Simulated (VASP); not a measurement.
Write the native input for VASP 6.6.1 that does the following.

```
Task                   : relaxation of the atoms
Functional             : PBEsol
Potentials or basis    : VASP PAW PBE potentials, release 64 (Mo_sv, S)
Cutoff                 : 520 eV
k mesh                 : 8 × 8 × 8
Occupations            : gaussian, width 0.01 eV
Spin                   : no spin polarisation
Dipole correction      : no
Further INCAR settings : ALGO = Normal; EDIFF = 1e-06; IBRION = 2; EDIFFG = -0.002; NSW = 50
```

The structure of MoS2 lies in POSCAR:

```
MoS2
1.0
    1.5715694880      0.9073460670      6.2493476413
   -1.5715694880      0.9073460670      6.2493476413
    0.0000000000     -1.8146921340      6.2493476413
Mo S
1 2
Direct
    0.0001015293      0.0001015293      0.0001015293
    0.2507582619      0.2507582619      0.2507582619
    0.4161402089      0.4161402089      0.4161402089
```

This cell differs from its parent crystal: z stretched by -0.5 %, x and y held.

These files were run (other wordings do the same):

INCAR

```
SYSTEM = MoS2
PREC = Accurate ; ENCUT = 520
EDIFF = 1E-6 ; ISMEAR = 0
SIGMA = 0.01 ; LREAL = .False.
LASPH = .True. ; NELM = 80
ALGO = Normal ; ISIF = 2
LWAVE = .False. ; LCHARG = .False.
GGA = PS ; IBRION = 2
NSW = 50 ; EDIFFG = -0.002
```

KPOINTS

```
regular mesh
0
Gamma
  8 8 8
  0 0 0
```

Potentials or basis: VASP PAW PBE potentials, release 64 (Mo_sv, S).

Command:

```console
$ cat potpaw_PBE.64/Mo_sv/POTCAR potpaw_PBE.64/S/POTCAR > POTCAR
$ mpirun -np 1 vasp_std > vasp.out
```

Results of the run:

The energy gained by relaxing is 0.4 meV/atom and the ionic steps are 3. The pressure after relaxing is 0.0 GPa. The band gap on the k mesh is 1.09 eV (least direct gap 2.10 eV).

Caveat: the cell differs from its parent crystal (z stretched by -0.5 %, x and y held); the PAW data sets were made with another functional, which shifts forces and pressure a little.

It took 6 min on 1 thread of Intel Xeon 8259CL, on a shared host, peak memory 0.36 GiB.
